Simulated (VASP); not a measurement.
# Hg (Im-3m) in VASP: a series of runs, part 2 of 2

VASP 6.6.1.

## (3) Single point, PBEsol

This run uses another cell than the first one, of 15.91 Å³/atom.

The input, INCAR:

```
  PREC = Accurate
  ENCUT = 500
  EDIFF = 1E-6
  ISMEAR = -1
  SIGMA = 0.1
  LREAL = F
  LASPH = T
  NELM = 120
  ALGO = Normal
  ISIF = 2
  LWAVE = F
  LCHARG = F
  GGA = PS
  NBANDS = 12
  GGA_COMPAT = F
```

The input, KPOINTS:

```
regular mesh
0
Gamma
  10 10 10
```

The input, POSCAR:

```
Hg
1.0
   -1.5844431653      1.5844431653      1.5844431653
    1.5844431653     -1.5844431653      1.5844431653
    1.5844431653      1.5844431653     -1.5844431653
Hg
1
Direct
    0.0000000000      0.0000000000      0.0000000000
```

Potentials or basis: VASP PAW PBE potentials, release 64 (Hg).

Launch:

```console
> cat potpaw_PBE.64/Hg/POTCAR > POTCAR
> mpirun -np 1 vasp_std > vasp.out
```

OUTCAR:

```text
PREC = Accurate
   ENCUT = 500
   EDIFF = 1E-6
   ISMEAR = -1
   LREAL = F
   LASPH = T
   NELM = 120
   ISIF = 2
   GGA = PS

 ion  position               nearest neighbor table
   1  0.000  0.000  0.000-

  LATTYP: Found a body centered cubic cell.
 ALAT       =     3.1688863306

  Lattice vectors:

 A1 = (  -1.5844431653,   1.5844431653,   1.5844431653)
 A2 = (   1.5844431653,  -1.5844431653,   1.5844431653)
 A3 = (   1.5844431653,   1.5844431653,  -1.5844431653)

Analysis of symmetry for initial positions (statically):
=====================================================================
 Subroutine PRICEL returns:
 Original cell was already a primitive cell.

 Routine SETGRP: Setting up the symmetry group for a
 body centered cubic supercell.

 Subroutine GETGRP returns: Found 48 space group operations
 (whereof 48 operations were pure point group operations)
 out of a pool of 48 trial point group operations.

The static configuration has the point symmetry O_h .

Analysis of symmetry for dynamics (positions and initial velocities):
=====================================================================
 Subroutine PRICEL returns:
 Original cell was already a primitive cell.

 Routine SETGRP: Setting up the symmetry group for a
 body centered cubic supercell.

 Subroutine GETGRP returns: Found 48 space group operations
 (whereof 48 operations were pure point group operations)
 out of a pool of 48 trial point group operations.

The dynamic configuration has the point symmetry O_h .

 Subroutine INISYM returns: Found 48 space group operations
 (whereof 48 operations are pure point group operations),
 and found     1 'primitive' translations

----------------------------------------------------------------------------------------

                                     Primitive cell

  volume of cell :      15.9107

  direct lattice vectors                    reciprocal lattice vectors
    -1.584443165  1.584443165  1.584443165     0.000000000  0.315568277  0.315568277
     1.584443165 -1.584443165  1.584443165     0.315568277  0.000000000  0.315568277
     1.584443165  1.584443165 -1.584443165     0.315568277  0.315568277  0.000000000

  length of vectors
     2.744336064  2.744336064  2.744336064     0.446280937  0.446280937  0.446280937

  position of ions in fractional coordinates (direct lattice)
     0.000000000  0.000000000  0.000000000

  ion indices of the primitive-cell ions
   primitive index   ion index
                 1           1

----------------------------------------------------------------------------------------

 KPOINTS: regular mesh

Automatic generation of k-mesh.
 Grid dimensions read from file:
 generate k-points for:   10   10   10

 Generating k-lattice:

  Cartesian coordinates                     Fractional coordinates (reciprocal lattice)
     0.000000000  0.031556828  0.031556828     0.100000000  0.000000000  0.000000000
     0.031556828  0.000000000  0.031556828     0.000000000  0.100000000  0.000000000
     0.031556828  0.031556828  0.000000000     0.000000000  0.000000000  0.100000000

  Length of vectors
     0.044628094  0.044628094  0.044628094

  Shift w.r.t. Gamma in fractional coordinates (k-lattice)
     0.000000000  0.000000000  0.000000000

 Subroutine IBZKPT returns following result:
 ===========================================

 Found     47 irreducible k-points:

 Following reciprocal coordinates:
            Coordinates               Weight
  0.000000  0.000000  0.000000      1.000000
  0.100000  0.000000  0.000000     12.000000
  0.200000  0.000000  0.000000     12.000000
  0.300000  0.000000  0.000000     12.000000
  0.400000  0.000000  0.000000     12.000000
  0.500000  0.000000  0.000000      6.000000
[... 16 lines left out ...]
  0.300000  0.300000  0.100000      8.000000
 -0.300000  0.300000  0.100000     24.000000
 [... further k-points ...]
   k-points           NKPTS =     47   k-points in BZ     NKDIM =     47   number of bands    NBANDS=     12
   number of dos      NEDOS =    301   number of ions     NIONS =      1
   total plane-waves  NPLWV =   8000
   dimension x,y,z NGX =    20 NGY =   20 NGZ =   20
   dimension x,y,z NGXF=    40 NGYF=   40 NGZF=   40
   ions per type =               1
   NGX,Y,Z   is equivalent  to a cutoff of  12.12, 12.12, 12.12 a.u.
   NGXF,Y,Z  is equivalent  to a cutoff of  24.23, 24.23, 24.23 a.u.
 SYSTEM =  unknown system
   PREC   = accura    normal or accurate (medium, high low for compatibility)
   ISTART =      0    job   : 0-new  1-cont  2-samecut
   ICHARG =      2    charge: 1-file 2-atom 10-const
   ISPIN  =      1    spin polarized calculation?
   LNONCOLLINEAR =      F non collinear calculations
   LSORBIT =      F    spin-orbit coupling
   LASPH  =      T    aspherical Exc in radial PAW
   ENCUT  =  500.0 eV  36.75 Ry    6.06 a.u.   5.00  5.00  5.00*2*pi/ulx,y,z
   NELM   =    120;   NELMIN=  2; NELMDL= -5     # of ELM steps
   EDIFF  = 0.1E-05   stopping-criterion for ELM
   LREAL  =      F    real-space projection
   EDIFFG = 0.1E-04   stopping-criterion for IOM
   NSW    =      0    number of steps for IOM
   IBRION =     -1    ionic relax: 0-MD 1-quasi-New 2-CG
   NFREE  =      0    steps in history (QN), initial steepest desc. (CG)
   ISIF   =      2    stress and relaxation
   ISYM   =      2    0-nonsym 1-usesym 2-fastsym
   POTIM  = 0.5000    time-step for ionic-motion
   TEBEG  =    0.0;   TEEND  =   0.0 temperature during run
   PSTRESS=    0.0 pullay stress
   NELECT =      12.0000    total number of electrons
   NUPDOWN=      -1.0000    fix difference up-down
   EMIN   =  10.00;   EMAX   =-10.00  energy-range for DOS
   EFERMI =   0.00;   METHOD = LEGACY
   ISMEAR =    -1;   SIGMA  =   0.10  broadening in eV -4-tet -1-fermi 0-gaus
   EFERMI_NEDOS =   21; number of points for ismear=-14 and -15
   IALGO  =     38    algorithm
   IMIX   =      4    mixing-type and parameters
     AMIX     =   0.40;   BMIX     =  1.00
     AMIX_MAG =   1.60;   BMIX_MAG =  1.00
  volume/ion in A,a.u.               =      15.91       107.37
  Fermi-wavevector in a.u.,A,eV,Ry     =   1.490179  2.816031 30.213573  2.220635
  Thomas-Fermi vector in A             =   2.602994
   LORBIT       =      0    0 simple, 1 ext, 2 COOP (PROOUT), +10 PAW based schemes
   GGA     = PS    functional components
   LHFCALC =     F    Hartree Fock is set to
   AEXX    =    0.0000 exact exchange contribution
   IVDW    =     0    specifies the selected vdW correction
   LEPSILON=     F    determine dielectric tensor
   LRPA    =     F    only Hartree local field effects (RPA)
 non-spin polarized calculation
  energy-cutoff  :      500.00
  volume of cell :       15.91
 maximum number of plane-waves:       418
   NGX =  9   NGY =  9   NGZ =  9

 number of electron      11.9999995 magnetization

 Free energy of the ion-electron system (eV)
  ---------------------------------------------------
  ext. energy  EPLUGINS =         0.00000000
  ---------------------------------------------------
  free energy    TOTEN  =         0.40008574 eV

  energy without entropy =        0.40974563  energy(sigma->0) =        0.40491568

 E-fermi :   7.1934     XC(G=0): -13.3174

 val. band max:        7.1849024280   @ k =  -0.4000  -0.4000   0.1000
 cond. band min:       7.2799171761   @ k =  -0.4000   0.5000   0.3000
 fundamental gap:      0.0950147481
 Fermi energy:         7.1933794516

 k-point     1 :       0.0000    0.0000    0.0000
  band No.  band energies     occupation
      1      -6.4828      2.00000
      2      -2.3590      2.00000
      3      -2.3590      2.00000
      4      -2.3590      2.00000
      5      -0.4907      2.00000
      6      -0.4907      2.00000
      7      22.7184      0.00000
      8      22.7184      0.00000
      9      22.7184      0.00000
     10      29.4170      0.00000
     11      29.4170      0.00000
     12      29.4170      0.00000
[... 331 lines left out ...]
 k-point    24 :      -0.3000    0.3000    0.1000
  band No.  band energies     occupation
      1      -4.0296      2.00000
      2      -2.7833      2.00000
      3      -1.7785      2.00000
      4      -0.9863      2.00000
      5      -0.4349      2.00000
      6       0.1266      2.00000
      7      14.3195      0.00000
      8      19.3040      0.00000
      9      20.4516      0.00000
     10      25.4358      0.00000
     11      26.9015      0.00000
     12      26.9643      0.00000

 [... further k-points ...]

------------------------ aborting loop because EDIFF is reached ----------------------------------------

  FORCE on cell =-STRESS in cart. coord.  units (eV):
  Direction    XX          YY          ZZ          XY          YZ          ZX
  --------------------------------------------------------------------------------------
  -------------------------------------------------------------------------------------
  Total        6.2692654      6.2692654      6.2692654     -0.0000000     -0.0000000      0.0000000
  in kB      631.3021264    631.3021264    631.3021264     -0.0000000     -0.0000000      0.0000000
  external PRESSURE =     631.3021264 kB  Pullay stress =       0.0000000 kB

 VOLUME and BASIS-vectors are now :
 -----------------------------------------------------------------------------
  energy-cutoff  :      500.00
  volume of cell :       15.91
      direct lattice vectors                 reciprocal lattice vectors
    -1.584443165  1.584443165  1.584443165     0.000000000  0.315568277  0.315568277
     1.584443165 -1.584443165  1.584443165     0.315568277  0.000000000  0.315568277
     1.584443165  1.584443165 -1.584443165     0.315568277  0.315568277  0.000000000

 POSITION                                       TOTAL-FORCE (eV/Angst)
 -----------------------------------------------------------------------------------
      0.00000      0.00000      0.00000        -0.000000     -0.000000      0.000000
 -----------------------------------------------------------------------------------
    total drift:                                0.000000     -0.000000      0.000000

  FREE ENERGIE OF THE ION-ELECTRON SYSTEM (eV)
  ---------------------------------------------------
  free  energy   TOTEN  =         0.4000857407 eV

  energy  without entropy=        0.4097456278  energy(sigma->0) =        0.40491568
```

OSZICAR:

```text
N       E                     dE             d eps       ncg     rms          rms(c)
DAV:   1     0.693002666578E+02    0.69300E+02   -0.68942E+03  1248   0.101E+03
DAV:   2     0.124500958438E+01   -0.68055E+02   -0.64758E+02  1260   0.236E+02
DAV:   3     0.306991442340E+00   -0.93802E+00   -0.93760E+00  1316   0.301E+01
DAV:   4     0.306240574808E+00   -0.75087E-03   -0.75086E-03  1264   0.870E-01
DAV:   5     0.306239868760E+00   -0.70605E-06   -0.70484E-06  1280   0.256E-02    0.136E+01
DAV:   6     0.381196193619E+00    0.74956E-01   -0.11688E-01  1284   0.419E+00    0.854E+00
DAV:   7     0.398571430006E+00    0.17375E-01   -0.41345E-02  1276   0.226E+00    0.132E+00
DAV:   8     0.400094275647E+00    0.15228E-02   -0.57057E-03  1228   0.105E+00    0.925E-02
DAV:   9     0.400088373847E+00   -0.59018E-05   -0.11677E-05  1240   0.379E-02    0.102E-02
DAV:  10     0.400085765889E+00   -0.26080E-05   -0.13167E-06  1264   0.124E-02    0.631E-04
DAV:  11     0.400085740691E+00   -0.25198E-07   -0.34666E-08   612   0.190E-03
   1 F= 0.40008574E+00 E0= 0.40491568E+00  d E =-.965989E-02
```

stdout:

```text
POSCAR found type information on POSCAR Hg
 POSCAR found :  1 types and       1 ions
 scaLAPACK will be used
 -----------------------------------------------------------------------------
|                                                                             |
|                                                                             |
|     You enforced a specific xc type in the INCAR file but a different       |
|     I HOPE YOU KNOW WHAT YOU ARE DOING!                                     |
|                                                                             |
 -----------------------------------------------------------------------------

 LDA part: xc-table for (Slater+PW92), standard interpolation
 POSCAR, INCAR and KPOINTS ok, starting setup
 FFT: planning ... GRIDC
 FFT: planning ... GRID_SOFT
 FFT: planning ... GRID
 WAVECAR not read
 entering main loop
```

It took 8.3 s on 1 thread of Intel Xeon Platinum 8259CL at 2.50GHz (Skylake/Cascade Lake), shared host; peak memory 0.13 GiB.

What came out:

```
Free energy            : 0.4001 eV
Pressure               : 63.1 GPa
Band gap on the k mesh : zero (bands 6 and 7 overlap by 3.86 eV)
```

Caveat: the cell stands under pressure; the PAW data sets were made with another functional, which shifts forces and pressure a little; spin-orbit coupling is left out, which moves the levels of the heavy elements.
